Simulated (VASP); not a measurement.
# Ta in VASP: single point with PBEsol

Aim: the single point of Ta with PBEsol.

All numbers are computed with VASP 6.6.1; they aren't measurements. Logs are shortened: lines on timing, memory, paths and dates and some standing lists are left out, and cuts for length are marked.

### Step 1. The cell of the first run

The cell holds a atom, 1 atom: a = 14.000 Å, b = 14.400 Å, c = 14.800 Å, α = 90.00°, β = 90.00°, γ = 90.00°.

### Step 2. Single point, PBEsol, collinear spin, ferromagnetic start

File INCAR:

```
SYSTEM = Ta
ALGO     = Normal         ! electronic algorithm
EDIFF    = 1E-6           ! SCF threshold, eV
ENCUT    = 400            ! plane-wave cutoff, eV
GGA      = PS             ! functional
GGA_COMPAT= .False.      
ISIF     = 2              ! what is computed and relaxed
ISMEAR   = -1             ! smearing method
ISPIN    = 2              ! spin polarisation
ISYM     = 0            
LASPH    = .True.         ! aspherical terms in the spheres
LCHARG   = .False.        ! write CHGCAR
LMAXMIX  = 4              ! l up to which the mixer works
LORBIT   = 11             ! projections on sites
LREAL    = .False.        ! projectors in reciprocal space
LWAVE    = .False.        ! write WAVECAR
MAGMOM   = 1              ! initial moments
NBANDS   = 16             ! bands
NELM     = 200            ! most SCF steps
PREC     = Accurate       ! precision mode
SIGMA    = 0.01           ! smearing width, eV
```

File KPOINTS:

```
k-points
0
Gamma
  1 1 1
  0 0 0
```

File POSCAR:

```
Ta
1.0
   14.0000000000      0.0000000000      0.0000000000
    0.0000000000     14.4000000000      0.0000000000
    0.0000000000      0.0000000000     14.8000000000
Ta
1
Direct
    0.5000000000      0.5000000000      0.5000000000
```

Potentials or basis: VASP PAW PBE potentials, release 64 (Ta_pv).

Command:

```sh
$ cat potpaw_PBE.64/Ta_pv/POTCAR > POTCAR
$ mpirun -np 1 vasp_gam > vasp.out
```

OUTCAR:

```text
SYSTEM = Ta
   EDIFF = 1E-6
   ENCUT = 400
   GGA = PS
   ISIF = 2
   ISMEAR = -1
   ISPIN = 2
   ISYM = 0
   LASPH = .True.
   LORBIT = 11
   LREAL = .False.
   NELM = 200
   PREC = Accurate

 ion  position               nearest neighbor table
   1  0.500  0.500  0.500-

IMPORTANT INFORMATION: All symmetrisations will be switched off!
NOSYMM: (Re-)initialisation of all symmetry stuff for point group C_1.

----------------------------------------------------------------------------------------

                                     Primitive cell

  volume of cell :    2983.6800

  direct lattice vectors                    reciprocal lattice vectors
    14.000000000  0.000000000  0.000000000     0.071428571  0.000000000  0.000000000
     0.000000000 14.400000000  0.000000000     0.000000000  0.069444444  0.000000000
     0.000000000  0.000000000 14.800000000     0.000000000  0.000000000  0.067567568

  length of vectors
    14.000000000 14.400000000 14.800000000     0.071428571  0.069444444  0.067567568

  position of ions in fractional coordinates (direct lattice)
     0.500000000  0.500000000  0.500000000

  ion indices of the primitive-cell ions
   primitive index   ion index
                 1           1

----------------------------------------------------------------------------------------

 KPOINTS: k-points

Automatic generation of k-mesh.
 Grid dimensions read from file:
 generate k-points for:    1    1    1

 Generating k-lattice:

  Cartesian coordinates                     Fractional coordinates (reciprocal lattice)
     0.071428571  0.000000000  0.000000000     1.000000000  0.000000000  0.000000000
     0.000000000  0.069444444  0.000000000     0.000000000  1.000000000  0.000000000
     0.000000000  0.000000000  0.067567568     0.000000000  0.000000000  1.000000000

  Length of vectors
     0.071428571  0.069444444  0.067567568

  Shift w.r.t. Gamma in fractional coordinates (k-lattice)
     0.000000000  0.000000000  0.000000000

 Subroutine IBZKPT returns following result:
 ===========================================

 Found      1 irreducible k-points:

 Following reciprocal coordinates:
            Coordinates               Weight
  0.000000  0.000000  0.000000      1.000000
   k-points           NKPTS =      1   k-points in BZ     NKDIM =      1   number of bands    NBANDS=     16
   number of dos      NEDOS =    301   number of ions     NIONS =      1
   total plane-waves  NPLWV = 903168
   dimension x,y,z NGX =    96 NGY =   96 NGZ =   98
   dimension x,y,z NGXF=   192 NGYF=  192 NGZF=  196
   ions per type =               1
   NGX,Y,Z   is equivalent  to a cutoff of  11.40, 11.08, 11.01 a.u.
   NGXF,Y,Z  is equivalent  to a cutoff of  22.80, 22.17, 22.02 a.u.
 SYSTEM =  Ta
   PREC   = accura    normal or accurate (medium, high low for compatibility)
   ISTART =      0    job   : 0-new  1-cont  2-samecut
   ICHARG =      2    charge: 1-file 2-atom 10-const
   ISPIN  =      2    spin polarized calculation?
   LNONCOLLINEAR =      F non collinear calculations
   LSORBIT =      F    spin-orbit coupling
   LASPH  =      T    aspherical Exc in radial PAW
   ENCUT  =  400.0 eV  29.40 Ry    5.42 a.u.  22.83 23.48 24.14*2*pi/ulx,y,z
   NELM   =    200;   NELMIN=  2; NELMDL= -5     # of ELM steps
   EDIFF  = 0.1E-05   stopping-criterion for ELM
   LREAL  =      F    real-space projection
   EDIFFG = 0.1E-04   stopping-criterion for IOM
   NSW    =      0    number of steps for IOM
   IBRION =     -1    ionic relax: 0-MD 1-quasi-New 2-CG
   NFREE  =      0    steps in history (QN), initial steepest desc. (CG)
   ISIF   =      2    stress and relaxation
   ISYM   =      0    0-nonsym 1-usesym 2-fastsym
   POTIM  = 0.5000    time-step for ionic-motion
   TEBEG  =    0.0;   TEEND  =   0.0 temperature during run
   PSTRESS=    0.0 pullay stress
   NELECT =      11.0000    total number of electrons
   NUPDOWN=      -1.0000    fix difference up-down
   EMIN   =  10.00;   EMAX   =-10.00  energy-range for DOS
   EFERMI =   0.00;   METHOD = LEGACY
   ISMEAR =    -1;   SIGMA  =   0.01  broadening in eV -4-tet -1-fermi 0-gaus
   EFERMI_NEDOS =   21; number of points for ismear=-14 and -15
   IALGO  =     38    algorithm
   IMIX   =      4    mixing-type and parameters
     AMIX     =   0.40;   BMIX     =  1.00
     AMIX_MAG =   1.60;   BMIX_MAG =  1.00
  volume/ion in A,a.u.               =    2983.68     20134.87
  Fermi-wavevector in a.u.,A,eV,Ry     =   0.252904  0.477918  0.870232  0.063960
  Thomas-Fermi vector in A             =   1.072337
   LORBIT       =     11    0 simple, 1 ext, 2 COOP (PROOUT), +10 PAW based schemes
   GGA     = PS    functional components
   LHFCALC =     F    Hartree Fock is set to
   AEXX    =    0.0000 exact exchange contribution
   IVDW    =     0    specifies the selected vdW correction
   LEPSILON=     F    determine dielectric tensor
   LRPA    =     F    only Hartree local field effects (RPA)
 spin polarized calculation
  energy-cutoff  :      400.00
  volume of cell :     2983.68
 maximum number of plane-waves:     27122
 NGX is ok and might be reduce to    90
   NGX = 45   NGY = 47   NGZ = 49

 number of electron      11.0000001 magnetization       2.9996664

 Free energy of the ion-electron system (eV)
  ---------------------------------------------------
  ext. energy  EPLUGINS =         0.00000000
  ---------------------------------------------------
  free energy    TOTEN  =        -3.49433788 eV

  energy without entropy =       -3.48093564  energy(sigma->0) =       -3.48763676

 E-fermi :  -3.9923     XC(G=0):  -0.4031

 val. band max:       -3.9966797861   @ k =   0.0000   0.0000   0.0000
 cond. band min:      -3.9879890270   @ k =   0.0000   0.0000   0.0000
 fundamental gap:      0.0086907591
 Fermi energy:        -3.9923343387

 spin component 1

 k-point     1 :       0.0000    0.0000    0.0000
  band No.  band energies     occupation
      1     -39.7388      1.00000
      2     -39.5302      1.00000
      3     -39.5133      1.00000
      4      -5.7582      1.00000
      5      -4.2213      1.00000
      6      -4.1187      1.00000
[... 8 lines left out ...]
     15       0.6284      0.00000
     16       0.6828      0.00000
 Fermi energy:        -3.9923343387

 spin component 2

 k-point     1 :       0.0000    0.0000    0.0000
  band No.  band energies     occupation
      1     -38.7181      1.00000
      2     -38.0899      1.00000
      3     -38.0593      1.00000
      4      -4.6462      1.00000
      5      -2.8492      0.00000
      6      -2.6412      0.00000
[... 8 lines left out ...]
     15       0.6347      0.00000
     16       0.7657      0.00000

------------------------ aborting loop because EDIFF is reached ----------------------------------------

  FORCE on cell =-STRESS in cart. coord.  units (eV):
  Direction    XX          YY          ZZ          XY          YZ          ZX
  --------------------------------------------------------------------------------------
  -------------------------------------------------------------------------------------
  Total       -0.0031021     -0.0268113     -0.0019556      0.0117168     -0.0041303     -0.0061609
  in kB       -0.0016658     -0.0143971     -0.0010501      0.0062917     -0.0022179     -0.0033083
  external PRESSURE =      -0.0057043 kB  Pullay stress =       0.0000000 kB

 VOLUME and BASIS-vectors are now :
 -----------------------------------------------------------------------------
  energy-cutoff  :      400.00
  volume of cell :     2983.68
      direct lattice vectors                 reciprocal lattice vectors
    14.000000000  0.000000000  0.000000000     0.071428571  0.000000000  0.000000000
     0.000000000 14.400000000  0.000000000     0.000000000  0.069444444  0.000000000
     0.000000000  0.000000000 14.800000000     0.000000000  0.000000000  0.067567568

 POSITION                                       TOTAL-FORCE (eV/Angst)
 -----------------------------------------------------------------------------------
      7.00000      7.20000      7.40000         0.000002      0.000002     -0.000001
 -----------------------------------------------------------------------------------
    total drift:                                0.000002      0.000002     -0.000001

  FREE ENERGIE OF THE ION-ELECTRON SYSTEM (eV)
  ---------------------------------------------------
  free  energy   TOTEN  =        -3.4943378822 eV

  energy  without entropy=       -3.4809356424  energy(sigma->0) =       -3.48763676

 total charge

# of ion       s       p       d       tot
------------------------------------------
    1        0.506   5.903   2.123   8.532

 magnetization (x)

# of ion       s       p       d       tot
------------------------------------------
    1        0.048   0.000   2.045   2.093
```

Run time: 18 min. Hardware: 1 thread of Intel Xeon Platinum 8375C at 2.90GHz (Ice Lake), shared host; peak memory 2 GiB.

What came out:

```
Free energy                                           : -3.4943 eV
Pressure                                              : 0.0 GPa
Band gap on the k mesh                                : 0.01 eV
Net moment                                            : 3.00 μB per cell
Site moments                                          : Ta +2.09 μB
Valence electrons inside the program's atomic spheres : Ta 8.53
```

Levels at points of the mesh, in eV from the valence-band top:
Spin up:
| k point | band 4 | band 5 | band 6 | band 7 | band 8 | band 9 | band 10 | band 11 |
| --- | --- | --- | --- | --- | --- | --- | --- | --- |
| (0.00, 0.00, 0.00) | -1.76 | -0.22 | -0.12 | 0.00 | 0.01 | 0.25 | 2.50 | 2.52 |
Spin down:
| k point | band 1 | band 2 | band 3 | band 4 | band 5 | band 6 | band 7 | band 8 | band 9 |
| --- | --- | --- | --- | --- | --- | --- | --- | --- | --- |
| (0.00, 0.00, 0.00) | -34.72 | -34.09 | -34.06 | -0.65 | 1.15 | 1.36 | 1.73 | 1.87 | 2.05 |

Caveat: the PAW data sets were made with another functional, which shifts forces and pressure a little; spin-orbit coupling is left out, which moves the levels of the heavy elements.
